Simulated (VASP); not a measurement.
# Ta3H in VASP: a series of runs

Runs on Ta3H. Level: LDA. Tasks: single point.

Program: VASP 6.6.1. These are calculated values, not measurements. Logs are shortened: lines on timing, memory, paths and dates and some standing lists are left out, and cuts for length are marked.

**1. The cell of the first run**

The cell holds a slab with vacuum, 8 atoms: a = 4.600 Å, b = 4.600 Å, c = 22.402 Å, α = 90.00°, β = 90.00°, γ = 120.00°.

**2. Single point, LDA**

File INCAR:

```
SYSTEM = Ta3H
  PREC = Accurate
  ENCUT = 520
  EDIFF = 1E-6
  ISMEAR = 0
  SIGMA = 0.1
  LREAL = .FALSE.
  LASPH = .TRUE.
  NELM = 60
  ALGO = Normal
  ISIF = 2
  LWAVE = .FALSE.
  LCHARG = .FALSE.
  LDIPOL = .TRUE.
  IDIPOL = 3
  DIPOL = 0.5 0.5 0.332
  NBANDS = 44
```

File KPOINTS:

```
Automatic mesh
0
G
  6 6 1
  0 0 0
```

File POSCAR:

```
Ta3H
1.0
    4.6002247492      0.0000000000      0.0000000000
   -2.3001123746      3.9839114959      0.0000000000
    0.0000000000      0.0000000000     22.4017722044
Ta H
6 2
Direct
    0.6666666667      0.3333333333      0.1785573018
    0.3333333333      0.6666666667      0.2204743848
    0.0000000000      0.0000000000      0.2623914678
    0.6666666667      0.3333333333      0.3016814391
    0.3333333333      0.6666666667      0.3385386112
    0.0000000000      0.0000000000      0.3750494438
    0.2334469093      0.6666666667      0.4911116899
    0.4332197574      0.6666666667      0.4911116899
```

Potentials or basis: VASP PAW LDA potentials, release 64 (Ta_pv, H).

On the command line:

```console
$ cat potpaw_LDA.64/Ta_pv/POTCAR potpaw_LDA.64/H/POTCAR > POTCAR
$ mpirun -np 1 vasp_std > vasp.out
```

OUTCAR:

```text
SYSTEM = Ta3H
   PREC = Accurate
   ENCUT = 520
   EDIFF = 1E-6
   ISMEAR = 0
   LREAL = .FALSE.
   LASPH = .TRUE.
   NELM = 60
   ISIF = 2

 ion  position               nearest neighbor table
   1  0.667  0.333  0.179-   4 2.76   2 2.82   2 2.82   2 2.82   3 3.25   3 3.25   3 3.25
   2  0.333  0.667  0.220-   5 2.64   1 2.82   3 2.82   1 2.82   3 2.82   3 2.82   1 2.82   4 3.22
                             4 3.22   4 3.22
   3  0.000  0.000  0.262-   6 2.52   4 2.80   4 2.80   4 2.80   2 2.82   2 2.82   2 2.82   5 3.16
                             5 3.16   5 3.16   1 3.25   1 3.25   1 3.25
   4  0.667  0.333  0.302-   1 2.76   5 2.78   5 2.78   5 2.78   3 2.80   3 2.80   3 2.80   6 3.12
                             6 3.12   6 3.12   2 3.22   2 3.22   2 3.22
   5  0.333  0.667  0.339-   2 2.64   6 2.78   6 2.78   6 2.78   4 2.78   4 2.78   4 2.78   3 3.16
                             3 3.16   3 3.16
   6  0.000  0.000  0.375-   3 2.52   5 2.78   5 2.78   5 2.78   4 3.12   4 3.12   4 3.12
   7  0.233  0.667  0.491-
   8  0.433  0.667  0.491-

  LATTYP: Found a hexagonal cell.
 ALAT       =     4.6002247492
 C/A-ratio  =     4.8697125523

  Lattice vectors:

 A1 = (   4.6002247492,   0.0000000000,   0.0000000000)
 A2 = (  -2.3001123746,   3.9839114959,   0.0000000000)
 A3 = (   0.0000000000,   0.0000000000,  22.4017722044)

Analysis of symmetry for initial positions (statically):
=====================================================================
 Subroutine PRICEL returns:
 Original cell was already a primitive cell.

 Routine SETGRP: Setting up the symmetry group for a
 hexagonal supercell.

 Subroutine GETGRP returns: Found  2 space group operations
 (whereof  2 operations were pure point group operations)
 out of a pool of 24 trial point group operations.

The static configuration has the point symmetry C_1h.

Analysis of symmetry for dynamics (positions and initial velocities):
=====================================================================
 Subroutine PRICEL returns:
 Original cell was already a primitive cell.

 Routine SETGRP: Setting up the symmetry group for a
 hexagonal supercell.

 Subroutine GETGRP returns: Found  2 space group operations
 (whereof  2 operations were pure point group operations)
 out of a pool of 24 trial point group operations.

The dynamic configuration has the point symmetry C_1h.

 Subroutine INISYM returns: Found  2 space group operations
 (whereof  2 operations are pure point group operations),
 and found     1 'primitive' translations

----------------------------------------------------------------------------------------

                                     Primitive cell

  volume of cell :     410.5548

  direct lattice vectors                    reciprocal lattice vectors
     4.600224749  0.000000000  0.000000000     0.217380683  0.125504796  0.000000000
    -2.300112375  3.983911496  0.000000000     0.000000000  0.251009592  0.000000000
     0.000000000  0.000000000 22.401772204     0.000000000  0.000000000  0.044639325

  length of vectors
     4.600224749  4.600224749 22.401772204     0.251009592  0.251009592  0.044639325

  position of ions in fractional coordinates (direct lattice)
     0.666666667  0.333333333  0.178557302
     0.333333333  0.666666667  0.220474385
     0.000000000  0.000000000  0.262391468
     0.666666667  0.333333333  0.301681439
     0.333333333  0.666666667  0.338538611
     0.000000000  0.000000000  0.375049444
     0.233446909  0.666666667  0.491111690
     0.433219757  0.666666667  0.491111690

  ion indices of the primitive-cell ions
   primitive index   ion index
                 1           1
                 2           2
                 3           3
                 4           4
                 5           5
                 6           6
                 7           7
                 8           8

----------------------------------------------------------------------------------------

 KPOINTS: Automatic mesh

Automatic generation of k-mesh.
 Grid dimensions read from file:
 generate k-points for:    6    6    1

 Generating k-lattice:

  Cartesian coordinates                     Fractional coordinates (reciprocal lattice)
     0.036230114  0.020917466  0.000000000     0.166666667  0.000000000  0.000000000
     0.000000000  0.041834932  0.000000000     0.000000000  0.166666667  0.000000000
     0.000000000  0.000000000  0.044639325     0.000000000  0.000000000  1.000000000

  Length of vectors
     0.041834932  0.041834932  0.044639325

  Shift w.r.t. Gamma in fractional coordinates (k-lattice)
     0.000000000  0.000000000  0.000000000

 Subroutine IBZKPT returns following result:
 ===========================================

 Found     13 irreducible k-points:

 Following reciprocal coordinates:
            Coordinates               Weight
  0.000000  0.000000  0.000000      1.000000
  0.166667  0.000000  0.000000      4.000000
  0.000000  0.166667  0.000000      2.000000
  0.333333  0.000000  0.000000      4.000000
  0.000000  0.333333  0.000000      2.000000
  0.500000  0.000000  0.000000      2.000000
  0.000000  0.500000  0.000000      1.000000
  0.166667  0.166667  0.000000      4.000000
 -0.333333  0.166667  0.000000      2.000000
  0.333333  0.166667  0.000000      4.000000
 -0.166667  0.500000  0.000000      4.000000
  0.500000  0.333333  0.000000      4.000000
  0.333333  0.333333  0.000000      2.000000
   k-points           NKPTS =     13   k-points in BZ     NKDIM =     13   number of bands    NBANDS=     44
   number of dos      NEDOS =    301   number of ions     NIONS =      8
   total plane-waves  NPLWV = 217728
   dimension x,y,z NGX =    36 NGY =   36 NGZ =  168
   dimension x,y,z NGXF=    72 NGYF=   72 NGZF=  336
   ions per type =               6   2
   NGX,Y,Z   is equivalent  to a cutoff of  13.01, 13.01, 12.47 a.u.
   NGXF,Y,Z  is equivalent  to a cutoff of  26.02, 26.02, 24.93 a.u.
 SYSTEM =  Ta3H
   PREC   = accura    normal or accurate (medium, high low for compatibility)
   ISTART =      0    job   : 0-new  1-cont  2-samecut
   ICHARG =      2    charge: 1-file 2-atom 10-const
   ISPIN  =      1    spin polarized calculation?
   LNONCOLLINEAR =      F non collinear calculations
   LSORBIT =      F    spin-orbit coupling
   LASPH  =      T    aspherical Exc in radial PAW
   ENCUT  =  520.0 eV  38.22 Ry    6.18 a.u.   8.55  8.55 41.65*2*pi/ulx,y,z
   NELM   =     60;   NELMIN=  2; NELMDL= -5     # of ELM steps
   EDIFF  = 0.1E-05   stopping-criterion for ELM
   LREAL  =      F    real-space projection
   EDIFFG = 0.1E-04   stopping-criterion for IOM
   NSW    =      0    number of steps for IOM
   IBRION =     -1    ionic relax: 0-MD 1-quasi-New 2-CG
   NFREE  =      0    steps in history (QN), initial steepest desc. (CG)
   ISIF   =      2    stress and relaxation
   ISYM   =      2    0-nonsym 1-usesym 2-fastsym
   POTIM  = 0.5000    time-step for ionic-motion
   TEBEG  =    0.0;   TEEND  =   0.0 temperature during run
   PSTRESS=    0.0 pullay stress
   NELECT =      68.0000    total number of electrons
   NUPDOWN=      -1.0000    fix difference up-down
   EMIN   =  10.00;   EMAX   =-10.00  energy-range for DOS
   EFERMI =   0.00;   METHOD = LEGACY
   ISMEAR =     0;   SIGMA  =   0.10  broadening in eV -4-tet -1-fermi 0-gaus
   EFERMI_NEDOS =   21; number of points for ismear=-14 and -15
   IALGO  =     38    algorithm
   IMIX   =      4    mixing-type and parameters
     AMIX     =   0.40;   BMIX     =  1.00
     AMIX_MAG =   1.60;   BMIX_MAG =  1.00
  volume/ion in A,a.u.               =      51.32       346.32
  Fermi-wavevector in a.u.,A,eV,Ry     =   0.899057  1.698972 10.997647  0.808304
  Thomas-Fermi vector in A             =   2.021844
   LORBIT       =      0    0 simple, 1 ext, 2 COOP (PROOUT), +10 PAW based schemes
   GGA     = CA    functional components
   LHFCALC =     F    Hartree Fock is set to
   AEXX    =    0.0000 exact exchange contribution
   IVDW    =     0    specifies the selected vdW correction
   LEPSILON=     F    determine dielectric tensor
   LRPA    =     F    only Hartree local field effects (RPA)
 non-spin polarized calculation
 Gauss-broadening in eV      SIGMA  =   0.10
  energy-cutoff  :      520.00
  volume of cell :      410.55
 maximum number of plane-waves:     11105
 NGX is ok and might be reduce to    36
   NGX = 17   NGY = 17   NGZ = 83

 dipolmoment           0.000000      0.000000      0.027417 electrons x Angstroem

 number of electron      68.0000006 magnetization

 dipolmoment           0.000000      0.000000     -0.000832 electrons x Angstroem

 Free energy of the ion-electron system (eV)
  ---------------------------------------------------
  ext. energy  EPLUGINS =         0.00000000
  ---------------------------------------------------
  free energy    TOTEN  =       -76.11662967 eV

  energy without entropy =      -76.09523049  energy(sigma->0) =      -76.10593008

 E-fermi :  -1.0952     XC(G=0):  -4.6548

 val. band max:       -1.1271235651   @ k =   0.3333   0.3333   0.0000
 cond. band min:      -1.0566009729   @ k =   0.3333   0.3333   0.0000
 fundamental gap:      0.0705225921
 Fermi energy:        -1.0951748228

 k-point     1 :       0.0000    0.0000    0.0000
  band No.  band energies     occupation
      1     -35.5765      2.00000
      2     -35.4915      2.00000
      3     -35.2536      2.00000
      4     -35.2517      2.00000
      5     -35.1236      2.00000
      6     -35.1235      2.00000
[... 36 lines left out ...]
     43       1.5430      0.00000
     44       2.1198      0.00000

 k-point     2 :       0.1667    0.0000    0.0000
  band No.  band energies     occupation
      1     -35.5903      2.00000
      2     -35.5077      2.00000
      3     -35.3291      2.00000
      4     -35.2834      2.00000
      5     -35.1982      2.00000
      6     -35.1720      2.00000
[... 509 lines left out ...]
 k-point    13 :       0.3333    0.3333    0.0000
  band No.  band energies     occupation
      1     -35.6304      2.00000
      2     -35.6113      2.00000
      3     -35.3152      2.00000
      4     -35.2863      2.00000
      5     -35.2178      2.00000
      6     -35.2129      2.00000
[... 36 lines left out ...]
     43       0.8850      0.00000
     44       1.4965      0.00000

------------------------ aborting loop because EDIFF is reached ----------------------------------------

 vacuum level on the upper side and lower side of the slab       (xc-potential included)        -0.132        -0.105

  FORCE on cell =-STRESS in cart. coord.  units (eV):
  Direction    XX          YY          ZZ          XY          YZ          ZX
  --------------------------------------------------------------------------------------
  -------------------------------------------------------------------------------------
  Total       -7.8306761     -5.1193822     -3.3257689      0.0000000     -0.0790597      0.0000000
  in kB      -30.5589715    -19.9782308    -12.9787104      0.0000000     -0.3085279      0.0000000
  external PRESSURE =     -21.1719709 kB  Pullay stress =       0.0000000 kB

 VOLUME and BASIS-vectors are now :
 -----------------------------------------------------------------------------
  energy-cutoff  :      520.00
  volume of cell :      410.55
      direct lattice vectors                 reciprocal lattice vectors
     4.600224749  0.000000000  0.000000000     0.217380683  0.125504796  0.000000000
    -2.300112375  3.983911496  0.000000000     0.000000000  0.251009592  0.000000000
     0.000000000  0.000000000 22.401772204     0.000000000  0.000000000  0.044639325

 POSITION                                       TOTAL-FORCE (eV/Angst)
 -----------------------------------------------------------------------------------
      2.30011      1.32797      4.00000        -0.000000      0.008424      2.040153
     -0.00000      2.65594      4.93902        -0.000000      0.002054     -0.285110
      0.00000      0.00000      5.87803        -0.000000     -0.006252     -1.987703
      2.30011      1.32797      6.75820        -0.000000      0.002899      0.125845
     -0.00000      2.65594      7.58386        -0.000000      0.015767      0.064281
      0.00000      0.00000      8.40177        -0.000000     -0.010199      0.056830
     -0.45950      2.65594     11.00177         2.904643     -0.006347     -0.007148
      0.45950      2.65594     11.00177        -2.904643     -0.006347     -0.007148
 -----------------------------------------------------------------------------------
    total drift:                               -0.000000      0.000014      0.000513

  FREE ENERGIE OF THE ION-ELECTRON SYSTEM (eV)
  ---------------------------------------------------
  free  energy   TOTEN  =       -76.1166296737 eV

  energy  without entropy=      -76.0952304851  energy(sigma->0) =      -76.10593008

 vacuum level on the upper side and lower side of the slab         2.551         2.593
```

It took 5.9 min on 1 thread of Intel Xeon 6975P-C (Granite Rapids), shared host; peak memory 0.47 GiB.

Results:

* Free energy: -76.1166 eV
* Largest force: 2.905 eV/Å

Forces in eV/Å, atoms in the order of the input:
```
Ta   0.000  0.008  2.040
Ta   0.000  0.002 -0.285
Ta   0.000 -0.006 -1.988
Ta   0.000  0.003  0.126
Ta   0.000  0.016  0.064
Ta   0.000 -0.010  0.057
H    2.905 -0.006 -0.007
H   -2.905 -0.006 -0.007
```

Levels at points of the mesh, in eV from the Fermi level:
| k point | band 32 | band 33 | band 34 | band 35 | band 36 | band 37 |
| --- | --- | --- | --- | --- | --- | --- |
| (0.00, 0.00, 0.00) | -0.94 | -0.33 | -0.33 | 0.19 | 0.25 | 0.25 |
| (0.50, 0.00, 0.00) | -0.97 | -0.48 | -0.27 | 0.13 | 0.35 | 0.96 |
| (0.00, 0.50, 0.00) | -0.97 | -0.46 | -0.27 | 0.20 | 0.35 | 0.99 |

Caveat: spin-orbit coupling is left out, which moves the levels of the heavy elements.

(Part 1 of 2 ends here.)
